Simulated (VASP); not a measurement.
Wanted: the native input for a VASP 6.6.1 run.

```
Task                   : single point
Functional             : PBE
Potentials or basis    : VASP PAW PBE potentials, release 64 (C)
Cutoff                 : 520 eV
k mesh                 : 10 × 10 × 10
Occupations            : gaussian, width 0.02 eV
Spin                   : no spin polarisation
Dipole correction      : no
Further INCAR settings : ALGO = Normal; EDIFF = 1e-07; NBANDS = 16
```

The structure of C lies in POSCAR:

```
C
1.0
   -2.7697805245      2.7697805245      1.6011654075
    2.7697805245     -2.7697805245      1.6011654075
    2.7697805245      2.7697805245     -1.6011654075
C
4
Direct
    0.1788010600      0.1788010600      0.3576021200
    0.8211989400      0.8211989400      0.6423978800
    0.1788010600      0.8211989400      0.0000000000
    0.8211989400      0.1788010600      0.0000000000
```

This cell differs from its parent crystal: Si replaced by C, lengths x 0.811, strained.

One way to write it, as run:

INCAR

```
PREC = Accurate
ENCUT = 520
EDIFF = 1E-7
ISMEAR = 0
SIGMA = 0.02
LREAL = False
LASPH = True
NELM = 60
ALGO = Normal
ISIF = 2
LWAVE = False
LCHARG = True
GGA = PE
LELF = True
LVHAR = True
NBANDS = 16
```

KPOINTS

```
regular mesh
0
Gamma
  10 10 10
```

Potentials or basis: VASP PAW PBE potentials, release 64 (C).

Launch:

```bash
$ cat potpaw_PBE.64/C/POTCAR > POTCAR
$ mpirun -np 1 vasp_std > vasp.out
```

Results of the run:

| Quantity | Value |
| --- | --- |
| Pressure | -64.6 GPa |
| Largest force | 0.551 eV/Å |
| Band gap on the k mesh | 0.86 eV, direct |

Caveat: the cell differs from its parent crystal (Si replaced by C, lengths x 0.811, strained).

Run time: 71 s on 1 thread of Intel(R) Xeon(R) Platinum 8488C (Sapphire Rapids), on a shared host, peak memory 0.2 GiB.
